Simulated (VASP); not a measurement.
# Fe (Im-3m) in VASP: single point with LDA

Aim: the single point of Fe with LDA.

Everything below comes from runs of VASP 6.6.1. Logs are shortened: lines on timing, memory, paths and dates and some standing lists are left out, and cuts for length are marked.

## (1) The cell of the first run

The structure is cubic, space group Im-3m (No. 229). Conventional cell: a = 2.786 Å, b = 2.786 Å, c = 2.786 Å, α = 90.00°, β = 90.00°, γ = 90.00°. Fe (site symmetry m-3m) has 14 Fe at 2.41 to 2.79 Å within 3.2 Å.

## (2) Single point, LDA, collinear spin, ferromagnetic start (10.81 Å³/atom)

INCAR reads:

```
PREC = Accurate ; ENCUT = 690
EDIFF = 1E-6 ; ISMEAR = 0
SIGMA = 0.05 ; LREAL = F
LASPH = T ; NELM = 200
ALGO = Normal ; ISIF = 2
LWAVE = F ; LCHARG = T
ISPIN = 2 ; MAGMOM = 2.25
LORBIT = 11 ; LMAXMIX = 4
LELF = T ; LVHAR = T
NBANDS = 18 ; GGA_COMPAT = F
```

KPOINTS reads:

```
Automatic mesh
0
Gamma
  22 22 22
```

POSCAR reads:

```
Fe
1.0
   -1.3929446329      1.3929446329      1.3929446329
    1.3929446329     -1.3929446329      1.3929446329
    1.3929446329      1.3929446329     -1.3929446329
Fe
1
Direct
    0.0000000000      0.0000000000      0.0000000000
```

Potentials or basis: VASP PAW LDA potentials, release 64 (Fe_sv).

Launch:

```console
$ cat potpaw_LDA.64/Fe_sv/POTCAR > POTCAR
$ mpirun -np 1 vasp_std > vasp.out
```

OUTCAR:

```text
PREC = Accurate
   ENCUT = 690
   EDIFF = 1E-6
   ISMEAR = 0
   LREAL = F
   LASPH = T
   NELM = 200
   ISIF = 2
   ISPIN = 2
   LORBIT = 11

 ion  position               nearest neighbor table
   1  0.000  0.000  0.000-

  LATTYP: Found a body centered cubic cell.
 ALAT       =     2.7858892658

  Lattice vectors:

 A1 = (  -1.3929446329,   1.3929446329,   1.3929446329)
 A2 = (   1.3929446329,  -1.3929446329,   1.3929446329)
 A3 = (   1.3929446329,   1.3929446329,  -1.3929446329)

Analysis of symmetry for initial positions (statically):
=====================================================================
 Subroutine PRICEL returns:
 Original cell was already a primitive cell.

 Routine SETGRP: Setting up the symmetry group for a
 body centered cubic supercell.

 Subroutine GETGRP returns: Found 48 space group operations
 (whereof 48 operations were pure point group operations)
 out of a pool of 48 trial point group operations.

The static configuration has the point symmetry O_h .

Analysis of symmetry for dynamics (positions and initial velocities):
=====================================================================
 Subroutine PRICEL returns:
 Original cell was already a primitive cell.

 Routine SETGRP: Setting up the symmetry group for a
 body centered cubic supercell.

 Subroutine GETGRP returns: Found 48 space group operations
 (whereof 48 operations were pure point group operations)
 out of a pool of 48 trial point group operations.

The dynamic configuration has the point symmetry O_h .

Analysis of structural, dynamic, and magnetic symmetry:
=====================================================================
 Subroutine PRICEL returns:
 Original cell was already a primitive cell.

 Routine SETGRP: Setting up the symmetry group for a
 body centered cubic supercell.

 Subroutine GETGRP returns: Found 48 space group operations
 (whereof 48 operations were pure point group operations)
 out of a pool of 48 trial point group operations.

The overall configuration has the point symmetry O_h .

 Subroutine INISYM returns: Found 48 space group operations
 (whereof 48 operations are pure point group operations),
 and found     1 'primitive' translations

----------------------------------------------------------------------------------------

                                     Primitive cell

  volume of cell :      10.8109

  direct lattice vectors                    reciprocal lattice vectors
    -1.392944633  1.392944633  1.392944633     0.000000000  0.358951812  0.358951812
[... 100 lines left out ...]
   EFERMI_NEDOS =   21; number of points for ismear=-14 and -15
   IALGO  =     38    algorithm
   IMIX   =      4    mixing-type and parameters
     AMIX     =   0.40;   BMIX     =  1.00
     AMIX_MAG =   1.60;   BMIX_MAG =  1.00
  volume/ion in A,a.u.               =      10.81        72.96
  Fermi-wavevector in a.u.,A,eV,Ry     =   1.865639  3.525547 47.356565  3.480609
  Thomas-Fermi vector in A             =   2.912512
   LORBIT       =     11    0 simple, 1 ext, 2 COOP (PROOUT), +10 PAW based schemes
   GGA     = CA    functional components
   LHFCALC =     F    Hartree Fock is set to
   AEXX    =    0.0000 exact exchange contribution
   IVDW    =     0    specifies the selected vdW correction
   LEPSILON=     F    determine dielectric tensor
   LRPA    =     F    only Hartree local field effects (RPA)
 spin polarized calculation
 Gauss-broadening in eV      SIGMA  =   0.05
  energy-cutoff  :      690.00
  volume of cell :       10.81
 maximum number of plane-waves:       466
 NGX is ok and might be reduce to    24
   NGX = 11   NGY = 11   NGZ = 11

 number of electron      16.0000002 magnetization       2.0255540

 Free energy of the ion-electron system (eV)
  ---------------------------------------------------
  ext. energy  EPLUGINS =         0.00000000
  ---------------------------------------------------
  free energy    TOTEN  =        -9.29377676 eV

  energy without entropy =       -9.29197819  energy(sigma->0) =       -9.29287748

 E-fermi :  12.6032     XC(G=0): -14.4331

 val. band max:       12.6029423710   @ k =  -0.3636   0.4545   0.2273
 cond. band min:      12.6034283976   @ k =  -0.3182   0.3182   0.2273
 fundamental gap:      0.0004860265
 Fermi energy:        12.6032147349

 spin component 1

 k-point     1 :       0.0000    0.0000    0.0000
  band No.  band energies     occupation
      1     -74.5049      1.00000
      2     -40.7661      1.00000
      3     -40.7661      1.00000
      4     -40.7661      1.00000
      5       3.7076      1.00000
      6      10.1958      1.00000
[... 493 lines left out ...]
     17      47.4028      0.00000
     18      47.5212      0.00000

 [... further k-points ...]

 spin component 2

 k-point     1 :       0.0000    0.0000    0.0000
  band No.  band energies     occupation
      1     -72.2747      1.00000
      2     -38.5880      1.00000
      3     -38.5880      1.00000
      4     -38.5880      1.00000
      5       4.0718      1.00000
      6      11.8532      1.00000
[... 493 lines left out ...]
     17      47.9477      0.00000
     18      48.0994      0.00000

 [... further k-points ...]

------------------------ aborting loop because EDIFF is reached ----------------------------------------

  FORCE on cell =-STRESS in cart. coord.  units (eV):
  Direction    XX          YY          ZZ          XY          YZ          ZX
  --------------------------------------------------------------------------------------
  -------------------------------------------------------------------------------------
  Total       -0.7313254     -0.7313254     -0.7313254     -0.0000000     -0.0000000      0.0000000
  in kB     -108.3826303   -108.3826303   -108.3826303     -0.0000000     -0.0000000      0.0000000
  external PRESSURE =    -108.3826303 kB  Pullay stress =       0.0000000 kB

 VOLUME and BASIS-vectors are now :
 -----------------------------------------------------------------------------
  energy-cutoff  :      690.00
  volume of cell :       10.81
      direct lattice vectors                 reciprocal lattice vectors
    -1.392944633  1.392944633  1.392944633     0.000000000  0.358951812  0.358951812
     1.392944633 -1.392944633  1.392944633     0.358951812  0.000000000  0.358951812
     1.392944633  1.392944633 -1.392944633     0.358951812  0.358951812  0.000000000

 POSITION                                       TOTAL-FORCE (eV/Angst)
 -----------------------------------------------------------------------------------
      0.00000      0.00000      0.00000        -0.000000     -0.000000      0.000000
 -----------------------------------------------------------------------------------
    total drift:                                0.000000      0.000000      0.000000

  FREE ENERGIE OF THE ION-ELECTRON SYSTEM (eV)
  ---------------------------------------------------
  free  energy   TOTEN  =        -9.2937767597 eV

  energy  without entropy=       -9.2919781949  energy(sigma->0) =       -9.29287748

 total charge

# of ion       s       p       d       tot
------------------------------------------
    1        2.196   6.043   5.544  13.783

 magnetization (x)

# of ion       s       p       d       tot
------------------------------------------
    1       -0.001  -0.004   1.996   1.990
```

OSZICAR:

```text
N       E                     dE             d eps       ncg     rms          rms(c)
DAV:   1     0.215531980219E+03    0.21553E+03   -0.10161E+04 24734   0.159E+03
DAV:   2    -0.125287303170E+01   -0.21678E+03   -0.20052E+03 23792   0.448E+02
DAV:   3    -0.104521759198E+02   -0.91993E+01   -0.90445E+01 27822   0.111E+02
DAV:   4    -0.105855506860E+02   -0.13337E+00   -0.13334E+00 27460   0.136E+01
DAV:   5    -0.105888190648E+02   -0.32684E-02   -0.32683E-02 28110   0.221E+00    0.130E+01
DAV:   6    -0.947539567516E+01    0.11134E+01   -0.28446E+00 25520   0.520E+01    0.104E+01
DAV:   7    -0.930942648329E+01    0.16597E+00   -0.45803E-01 25852   0.191E+01    0.466E+00
DAV:   8    -0.930078276973E+01    0.86437E-02   -0.86159E-03 26812   0.132E+00    0.127E+00
DAV:   9    -0.929396163297E+01    0.68211E-02   -0.34626E-03 34684   0.110E+00    0.310E-01
DAV:  10    -0.929376062803E+01    0.20100E-03   -0.64322E-04 26382   0.592E-01    0.649E-02
DAV:  11    -0.929377294772E+01   -0.12320E-04   -0.12220E-05 32984   0.732E-02    0.282E-02
DAV:  12    -0.929377647497E+01   -0.35273E-05   -0.20961E-06 21072   0.232E-02    0.131E-02
DAV:  13    -0.929377675973E+01   -0.28475E-06   -0.23741E-07 13244   0.109E-02
   1 F= -.92937768E+01 E0= -.92928775E+01  d E =-.179856E-02  mag=     2.0258
```

It took 3.6 min on 1 thread of AMD EPYC 7R13 (Zen 3), shared host; peak memory 0.21 GiB.

Results:

```yaml
Free_energy: -9.2938 eV
Pressure: -10.8 GPa
Band_gap_on_the_k_mesh: zero (filled and empty bands overlap)
Net_moment: 2.03 μB per cell
Site_moments: Fe +1.99 μB
Valence_electrons_inside_the_program's_atomic_spheres: Fe 13.78
```

Caveat: the cell stands under tension.
